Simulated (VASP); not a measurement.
# Ti3O4 (Amm2) in VASP: single point with PBEsol

Aim: the single point of Ti3O4 with PBEsol.

All numbers are computed with VASP 6.6.1; they aren't measurements. Logs are shortened: lines on timing, memory, paths and dates and some standing lists are left out, and cuts for length are marked.

## 1. The cell of the first run

It takes space group Amm2 (No. 38, orthorhombic). The conventional cell has a = 2.969 Å, b = 5.826 Å, c = 8.061 Å, α = 90.00°, β = 90.00°, γ = 90.00°. Within 2.8 Å of Ti (site symmetry mm2) lie 6 O at 2.03 to 2.09 Å and 4 Ti at 2.76 Å. Within 2.8 Å of Ti (site symmetry m) lie 6 O at 2.02 to 2.14 Å and 3 Ti at 2.75 to 2.76 Å. O (site symmetry m) has 4 Ti at 2.02 to 2.03 Å and 12 O at 2.76 to 3.06 Å within 3.1 Å. O (site symmetry mm2) has 5 Ti at 2.09 to 2.14 Å and 12 O at 2.81 to 2.98 Å within 3.0 Å. O (site symmetry mm2) has 5 Ti at 2.03 to 2.08 Å and 4 O at 2.79 Å within 2.8 Å.

## 2. Single point, PBEsol (atoms displaced along a vibrational mode)

The input, INCAR:

```
PREC = Accurate
ENCUT = 520
EDIFF = 1E-7
ISMEAR = 0
SIGMA = 0.15
LREAL = F
LASPH = T
NELM = 80
ALGO = Normal
ISIF = 2
LWAVE = F
LCHARG = T
GGA = PS
LELF = T
LVHAR = T
NBANDS = 39
```

The input, KPOINTS:

```
regular mesh
0
Gamma
  8 8 14
```

The input, POSCAR:

```
Ti3O4
1.0
    2.9128162305     -4.0303540204      0.0000000000
    2.9128162305      4.0303540204      0.0000000000
    0.0000000000      0.0000000000      2.9690273776
Ti O
3 4
Direct
   -0.0110579039      0.0110579039      0.5000000000
    0.5206262911      0.0074066942      0.0000000000
   -0.0074066942      0.4793737089      0.0000000000
    0.7697445275      0.7558220941      0.0000000000
    0.2486815815      0.7513184185      0.5000000000
    0.2441779059      0.2302554725      0.0000000000
    0.7309284711      0.2690715289      0.5000000000
```

Potentials or basis: VASP PAW PBE potentials, release 64 (Ti_sv, O).

Started as:

```console
cat potpaw_PBE.64/Ti_sv/POTCAR potpaw_PBE.64/O/POTCAR > POTCAR
mpirun -np 1 vasp_std > vasp.out
```

OUTCAR:

```text
PREC = Accurate
   ENCUT = 520
   EDIFF = 1E-7
   ISMEAR = 0
   LREAL = F
   LASPH = T
   NELM = 80
   ISIF = 2
   GGA = PS

 ion  position               nearest neighbor table
   1  0.989  0.011  0.500-   4 2.03   6 2.03   4 2.03   6 2.03   7 2.08   5 2.09   2 2.76   3 2.76
                             2 2.76   3 2.76
   2  0.521  0.007  0.000-   4 2.02   6 2.02   7 2.03   7 2.03   5 2.14   5 2.14   3 2.75   1 2.76
                             1 2.76
   3  0.993  0.479  0.000-   6 2.02   4 2.02   7 2.03   7 2.03   5 2.14   5 2.14   2 2.75   1 2.76
                             1 2.76
   4  0.770  0.756  0.000-   2 2.02   3 2.02   1 2.03   1 2.03
   5  0.249  0.751  0.500-   1 2.09   2 2.14   3 2.14   2 2.14   3 2.14
   6  0.244  0.230  0.000-   3 2.02   2 2.02   1 2.03   1 2.03
   7  0.731  0.269  0.500-   2 2.03   3 2.03   2 2.03   3 2.03   1 2.08

  LATTYP: Found a base centered orthorhombic cell.
 ALAT       =     5.8256324610
 B/A-ratio  =     1.3836623053
 C/A-ratio  =     0.5096489347

  Lattice vectors:

 A1 = (   2.9128162305,  -4.0303540204,   0.0000000000)
 A2 = (   2.9128162305,   4.0303540204,   0.0000000000)
 A3 = (   0.0000000000,   0.0000000000,   2.9690273776)

Analysis of symmetry for initial positions (statically):
=====================================================================
 Subroutine PRICEL returns:
 Original cell was already a primitive cell.

 Routine SETGRP: Setting up the symmetry group for a
 base centered orthorhombic supercell.

 Subroutine GETGRP returns: Found  4 space group operations
 (whereof  4 operations were pure point group operations)
 out of a pool of  8 trial point group operations.

The static configuration has the point symmetry C_2v.

Analysis of symmetry for dynamics (positions and initial velocities):
=====================================================================
 Subroutine PRICEL returns:
 Original cell was already a primitive cell.

 Routine SETGRP: Setting up the symmetry group for a
 base centered orthorhombic supercell.

 Subroutine GETGRP returns: Found  4 space group operations
 (whereof  4 operations were pure point group operations)
 out of a pool of  8 trial point group operations.

The dynamic configuration has the point symmetry C_2v.

 Subroutine INISYM returns: Found  4 space group operations
 (whereof  4 operations are pure point group operations),
 and found     1 'primitive' translations

----------------------------------------------------------------------------------------

                                     Primitive cell

  volume of cell :      69.7109

  direct lattice vectors                    reciprocal lattice vectors
     2.912816230 -4.030354020  0.000000000     0.171655182 -0.124058581  0.000000000
     2.912816230  4.030354020  0.000000000     0.171655182  0.124058581  0.000000000
     0.000000000  0.000000000  2.969027378     0.000000000  0.000000000  0.336810636

  length of vectors
     4.972750941  4.972750941  2.969027378     0.211792429  0.211792429  0.336810636

  position of ions in fractional coordinates (direct lattice)
     0.988942096  0.011057904  0.500000000
     0.520626291  0.007406694  0.000000000
     0.992593306  0.479373709  0.000000000
     0.769744528  0.755822094  0.000000000
     0.248681582  0.751318418  0.500000000
     0.244177906  0.230255472  0.000000000
     0.730928471  0.269071529  0.500000000

  ion indices of the primitive-cell ions
   primitive index   ion index
                 1           1
                 2           2
                 3           3
                 4           4
                 5           5
                 6           6
                 7           7

----------------------------------------------------------------------------------------

 KPOINTS: regular mesh

Automatic generation of k-mesh.
 Grid dimensions read from file:
 generate k-points for:    8    8   14

 Generating k-lattice:

  Cartesian coordinates                     Fractional coordinates (reciprocal lattice)
     0.021456898 -0.015507323  0.000000000     0.125000000  0.000000000  0.000000000
     0.021456898  0.015507323  0.000000000     0.000000000  0.125000000  0.000000000
     0.000000000  0.000000000  0.024057903     0.000000000  0.000000000  0.071428571

  Length of vectors
     0.026474054  0.026474054  0.024057903

  Shift w.r.t. Gamma in fractional coordinates (k-lattice)
     0.000000000  0.000000000  0.000000000

 Subroutine IBZKPT returns following result:
 ===========================================

 Found    168 irreducible k-points:

 Following reciprocal coordinates:
            Coordinates               Weight
  0.000000  0.000000  0.000000      1.000000
  0.125000  0.000000  0.000000      4.000000
  0.250000  0.000000  0.000000      4.000000
  0.375000  0.000000  0.000000      4.000000
  0.500000  0.000000  0.000000      2.000000
  0.125000  0.125000  0.000000      2.000000
[... 16 lines left out ...]
  0.125000  0.000000  0.071429      8.000000
  0.250000  0.000000  0.071429      8.000000
 [... further k-points ...]
   k-points           NKPTS =    168   k-points in BZ     NKDIM =    168   number of bands    NBANDS=     39
   number of dos      NEDOS =    301   number of ions     NIONS =      7
   total plane-waves  NPLWV =  38400
   dimension x,y,z NGX =    40 NGY =   40 NGZ =   24
   dimension x,y,z NGXF=    80 NGYF=   80 NGZF=   48
   ions per type =               3   4
   NGX,Y,Z   is equivalent  to a cutoff of  13.37, 13.37, 13.44 a.u.
   NGXF,Y,Z  is equivalent  to a cutoff of  26.75, 26.75, 26.88 a.u.
 SYSTEM =  unknown system
   PREC   = accura    normal or accurate (medium, high low for compatibility)
   ISTART =      0    job   : 0-new  1-cont  2-samecut
   ICHARG =      2    charge: 1-file 2-atom 10-const
   ISPIN  =      1    spin polarized calculation?
   LNONCOLLINEAR =      F non collinear calculations
   LSORBIT =      F    spin-orbit coupling
   LASPH  =      T    aspherical Exc in radial PAW
   ENCUT  =  520.0 eV  38.22 Ry    6.18 a.u.   9.25  9.25  5.52*2*pi/ulx,y,z
   NELM   =     80;   NELMIN=  2; NELMDL= -5     # of ELM steps
   EDIFF  = 0.1E-06   stopping-criterion for ELM
   LREAL  =      F    real-space projection
   EDIFFG = 0.1E-05   stopping-criterion for IOM
   NSW    =      0    number of steps for IOM
   IBRION =     -1    ionic relax: 0-MD 1-quasi-New 2-CG
   NFREE  =      0    steps in history (QN), initial steepest desc. (CG)
   ISIF   =      2    stress and relaxation
   ISYM   =      2    0-nonsym 1-usesym 2-fastsym
   POTIM  = 0.5000    time-step for ionic-motion
   TEBEG  =    0.0;   TEEND  =   0.0 temperature during run
   PSTRESS=    0.0 pullay stress
   NELECT =      60.0000    total number of electrons
   NUPDOWN=      -1.0000    fix difference up-down
   EMIN   =  10.00;   EMAX   =-10.00  energy-range for DOS
   EFERMI =   0.00;   METHOD = LEGACY
   ISMEAR =     0;   SIGMA  =   0.15  broadening in eV -4-tet -1-fermi 0-gaus
   EFERMI_NEDOS =   21; number of points for ismear=-14 and -15
   IALGO  =     38    algorithm
   IMIX   =      4    mixing-type and parameters
     AMIX     =   0.40;   BMIX     =  1.00
     AMIX_MAG =   1.60;   BMIX_MAG =  1.00
  volume/ion in A,a.u.               =       9.96        67.20
  Fermi-wavevector in a.u.,A,eV,Ry     =   1.557250  2.942776 32.994515  2.425028
  Thomas-Fermi vector in A             =   2.660928
   LORBIT       =      0    0 simple, 1 ext, 2 COOP (PROOUT), +10 PAW based schemes
   GGA     = PS    functional components
   LHFCALC =     F    Hartree Fock is set to
   AEXX    =    0.0000 exact exchange contribution
   IVDW    =     0    specifies the selected vdW correction
   LEPSILON=     F    determine dielectric tensor
   LRPA    =     F    only Hartree local field effects (RPA)
 non-spin polarized calculation
 Gauss-broadening in eV      SIGMA  =   0.15
  energy-cutoff  :      520.00
  volume of cell :       69.71
 maximum number of plane-waves:      1898
 NGX is ok and might be reduce to    40
   NGX = 19   NGY = 19   NGZ = 11

 number of electron      59.9999982 magnetization

 Free energy of the ion-electron system (eV)
  ---------------------------------------------------
  ext. energy  EPLUGINS =         0.00000000
  ---------------------------------------------------
  free energy    TOTEN  =       -65.99178330 eV

  energy without entropy =      -65.96222764  energy(sigma->0) =      -65.97700547

 E-fermi :   9.3136     XC(G=0): -12.3920

 val. band max:        9.3135331103   @ k =   0.5000   0.0000   0.1429
 cond. band min:       9.3264800816   @ k =   0.1250   0.1250   0.2857
 fundamental gap:      0.0129469713
 Fermi energy:         9.3135940993

 k-point     1 :       0.0000    0.0000    0.0000
  band No.  band energies     occupation
      1     -48.4782      2.00000
      2     -48.3970      2.00000
      3     -48.1320      2.00000
      4     -25.3901      2.00000
      5     -25.1663      2.00000
      6     -24.9164      2.00000
[... 31 lines left out ...]
     38      11.6028      0.00000
     39      11.7661      0.00000

 k-point     2 :       0.1250    0.0000    0.0000
  band No.  band energies     occupation
      1     -48.4756      2.00000
      2     -48.3985      2.00000
      3     -48.1331      2.00000
      4     -25.3697      2.00000
      5     -25.1557      2.00000
      6     -24.9128      2.00000
[... 31 lines left out ...]
     38      11.5904      0.00000
     39      11.7342      0.00000

 k-point     3 :       0.2500    0.0000    0.0000
  band No.  band energies     occupation
      1     -48.4690      2.00000
      2     -48.4029      2.00000
      3     -48.1357      2.00000
      4     -25.3168      2.00000
      5     -25.1258      2.00000
      6     -24.9020      2.00000
[... 832 lines left out ...]
 k-point    23 :       0.1250    0.0000    0.0714
  band No.  band energies     occupation
      1     -48.4727      2.00000
      2     -48.3967      2.00000
      3     -48.1320      2.00000
      4     -25.3592      2.00000
      5     -25.1454      2.00000
      6     -24.9099      2.00000
[... 31 lines left out ...]
     38      11.5810      0.00000
     39      11.7105      0.00000

 k-point    24 :       0.2500    0.0000    0.0714
  band No.  band energies     occupation
      1     -48.4662      2.00000
      2     -48.4010      2.00000
      3     -48.1345      2.00000
      4     -25.3077      2.00000
      5     -25.1172      2.00000
      6     -24.9010      2.00000
[... 31 lines left out ...]
     38      11.6368      0.00000
     39      11.7399      0.00000

 [... further k-points ...]
[... 5 lines left out ...]
  --------------------------------------------------------------------------------------
  -------------------------------------------------------------------------------------
  Total       -0.5476358      1.7961876     -0.1864934      0.0000000      0.0000000      0.0000000
  in kB      -12.5864124     41.2821014     -4.2862115      0.0000000      0.0000000      0.0000000
  external PRESSURE =       8.1364925 kB  Pullay stress =       0.0000000 kB

 VOLUME and BASIS-vectors are now :
 -----------------------------------------------------------------------------
  energy-cutoff  :      520.00
  volume of cell :       69.71
      direct lattice vectors                 reciprocal lattice vectors
     2.912816230 -4.030354020  0.000000000     0.171655182 -0.124058581  0.000000000
     2.912816230  4.030354020  0.000000000     0.171655182  0.124058581  0.000000000
     0.000000000  0.000000000  2.969027378     0.000000000  0.000000000  0.336810636

 POSITION                                       TOTAL-FORCE (eV/Angst)
 -----------------------------------------------------------------------------------
      2.91282     -3.94122      1.48451         0.000000     -0.119479      0.000000
      1.53806     -2.06846      0.00000        -0.032627     -0.037444      0.000000
      4.28757     -2.06846      0.00000         0.032627     -0.037444      0.000000
      4.44370     -0.05611      0.00000         0.267116      0.114679      0.000000
      2.91282      2.02580      1.48451         0.000000     -0.034532      0.000000
      1.38194     -0.05611      0.00000        -0.267116      0.114679      0.000000
      2.91282     -1.86145      1.48451         0.000000     -0.000459      0.000000
 -----------------------------------------------------------------------------------
    total drift:                                0.000000     -0.000386     -0.000000

  FREE ENERGIE OF THE ION-ELECTRON SYSTEM (eV)
  ---------------------------------------------------
  free  energy   TOTEN  =       -65.9917832993 eV

  energy  without entropy=      -65.9622276436  energy(sigma->0) =      -65.97700547
```

It took 8.1 min on 1 thread of Intel Xeon Platinum 8488C (Sapphire Rapids), shared host; peak memory 0.44 GiB.

What came out:

```yaml
Free_energy: -65.9918 eV
Pressure: 0.8 GPa
Largest_force: 0.291 eV/Å
Band_gap_on_the_k_mesh: zero (bands 30 and 31 overlap by 0.92 eV)
```

Forces in eV/Å, atoms in the order of the input:
```
Ti   0.000 -0.119  0.000
Ti  -0.033 -0.037  0.000
Ti   0.033 -0.037  0.000
O    0.267  0.115  0.000
O    0.000 -0.035  0.000
O   -0.267  0.115  0.000
O    0.000  0.000  0.000
```

Levels at points of the mesh, in eV from the Fermi level:
| k point | band 27 | band 28 | band 29 | band 30 | band 31 | band 32 | band 33 | band 34 |
| --- | --- | --- | --- | --- | --- | --- | --- | --- |
| (0.00, 0.00, 0.00) | -3.85 | -3.65 | -2.49 | -0.29 | 0.20 | 0.63 | 1.05 | 1.44 |
| (0.50, 0.00, 0.00) | -4.22 | -3.89 | -1.10 | 0.03 | 0.15 | 0.60 | 0.74 | 1.03 |
| (0.50, 0.50, 0.00) | -4.44 | -4.23 | -2.27 | 0.24 | 0.75 | 0.82 | 0.87 | 0.88 |
| (0.00, 0.00, 0.50) | -5.35 | -4.74 | -0.30 | -0.06 | 0.92 | 1.04 | 1.25 | 1.68 |
| (0.50, 0.00, 0.50) | -4.93 | -4.42 | -0.90 | -0.82 | 0.64 | 0.88 | 1.46 | 1.93 |
| (0.50, 0.50, 0.50) | -4.68 | -4.66 | -2.19 | -1.99 | 1.23 | 1.74 | 1.80 | 1.86 |

Caveat: the cell differs from its parent crystal (atoms displaced along a vibrational mode); the stress differs along the axes, from -1 to 4 GPa; the PAW data sets were made with another functional, which shifts forces and pressure a little; semilocal functionals often make such compounds metallic where correlation or magnetic order opens a gap, which also shifts bond lengths.
